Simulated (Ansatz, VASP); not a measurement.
## Si in VASP and in Ansatz

Contents of INCAR:

```
SYSTEM = Si
ALGO = Normal ; EDIFF = 1E-6
ENCUT = 500 ; GGA = PE
GGA_COMPAT = .False. ; ISIF = 2
ISMEAR = 0 ; LASPH = .True.
LCHARG = .False. ; LREAL = .False.
LWAVE = .False. ; NBANDS = 11
NELM = 120 ; PREC = Accurate
SIGMA = 0.02
```

The input KPOINTS:

```
k-points
0
Gamma
  8 8 8
  0 0 0
```

File POSCAR:

```
Si
1.0
    0.0000000000      2.7349661845      2.7349661845
    2.7349661845      0.0000000000      2.7349661845
    2.7349661845      2.7349661845      0.0000000000
Si
2
Direct
    0.0000000000      0.0000000000      0.0000000000
    0.2500000000      0.2500000000      0.2500000000
```

Input for Ansatz:

```yaml
crystal:
  lattice:
    - [0.0, 2.7349661845, 2.7349661845]
    - [2.7349661845, 0.0, 2.7349661845]
    - [2.7349661845, 2.7349661845, 0.0]
  atoms:
    - { symbol: Si, position: [0.0, 0.0, 0.0] }
    - { symbol: Si, position: [0.25, 0.25, 0.25] }
basis:
  ecutwfc: 420
kpoints:
  mp_grid: { grid: [8, 8, 8] }
  band_path:
    path:
      - [[0.0, 0.0, 0.0], [0.5, 0.0, 0.5], [0.625, 0.25, 0.625]]
      - [[0.375, 0.375, 0.75], [0.0, 0.0, 0.0], [0.5, 0.5, 0.5], [0.5, 0.25, 0.75], [0.5, 0.0, 0.5]]
    npoints: 10
hamiltonian:
  xc: pbe
scf:
  occupations: { method: gaussian, width: 0.02 }
  n_extra_bands: 7
output:
  forces: true
  stress: true
  eigenvalues: true
```

Alike in both runs: task single point; functional PBE; k mesh 8 × 8 × 8; occupations gaussian, width 0.02 eV; no spin polarisation.

```csv
,VASP,Ansatz
version,VASP 6.6.1,Ansatz 0.2.0
potentials or method,"VASP PAW PBE potentials, release 64 (Si), cutoff 500 eV","scalar-relativistic, plane waves, PAW"
valence electrons in the cell,8,8
```

VASP gave:

| Property | Result |
| --- | --- |
| gap on the k mesh at the Fermi level (eV) | 0.65 |
| least direct gap on the mesh (eV) | 2.56 |
| pressure (GPa) | -0.1 |

Q: Estimate Ansatz's values.

A: gap on the k mesh at the Fermi level (eV): 0.65; least direct gap on the mesh (eV): 2.55; pressure (GPa): 0.0.
